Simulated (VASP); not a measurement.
Input of a VASP 6.6.1 run:

INCAR

```
SYSTEM = Ga3As3N2
PREC     = Accurate       ! precision mode
ENCUT    = 520            ! plane-wave cutoff, eV
EDIFF    = 1E-7           ! SCF threshold, eV
ISMEAR   = 0              ! smearing method
SIGMA    = 0.05           ! smearing width, eV
LREAL    = .FALSE.        ! projectors in reciprocal space
LASPH    = .TRUE.         ! aspherical terms in the spheres
NELM     = 80             ! most SCF steps
ALGO     = Normal         ! electronic algorithm
ISIF     = 2              ! what is computed and relaxed
LWAVE    = .FALSE.        ! write WAVECAR
LCHARG   = .TRUE.         ! write CHGCAR
LDIPOL   = .TRUE.       
IDIPOL   = 3            
DIPOL    = 0.5 0.5 0.331
GGA      = PE             ! functional
IVDW     = 12             ! dispersion correction
LELF     = .TRUE.         ! ELF
LVHAR    = .TRUE.       
LVACPOTAV= .TRUE.       
NBANDS   = 42             ! bands
```

KPOINTS

```
Automatic mesh
0
G
  7 5 1
  0 0 0
```

POSCAR

```
Ga3As3N2
1.0
    4.0137031116      0.0000000000      0.0000000000
    0.0000000000      5.6762333758      0.0000000000
    0.0000000000      0.0000000000     22.8852699092
Ga As N
3 3 2
Direct
    0.5000000000      0.5000000000      0.1747849169
    0.0000000000      0.0653835254      0.2732733389
    0.5000000000      0.4894639615      0.3292030243
    0.0000000000      0.2500000000      0.1747849169
    0.5000000000      0.8102208702      0.2554204538
    0.0000000000      0.2887573197      0.3664046761
    0.0000000000      0.7887573197      0.5149718555
    0.0000000000      0.7887573197      0.5630377077
```

Potentials or basis: VASP PAW PBE potentials, release 64 (Ga_d, As, N).

Launch:

```console
$ cat potpaw_PBE.64/Ga_d/POTCAR potpaw_PBE.64/As/POTCAR potpaw_PBE.64/N/POTCAR > POTCAR
$ mpirun -np 1 vasp_std > vasp.out
```

Q: Predict the largest force.

A: 2.144 eV/Å.

Q: Predict the band gap on the k mesh.

A: 0.40 eV (least direct gap 0.75 eV).

Q: What does it give for the dispersion energy per atom?

A: -0.156 eV.

Forces in eV/Å, atoms in the order of the input:
```
Ga   0.000 -0.310  1.032
Ga   0.000 -0.010  0.019
Ga   0.000  0.010  0.014
As   0.000  0.316 -1.061
As   0.000  0.009 -0.015
As   0.000 -0.010  0.049
N    0.000 -0.011 -2.144
N    0.000  0.006  2.105
```

Caveat: the standard files for N, O and F lose accuracy on very short bonds.
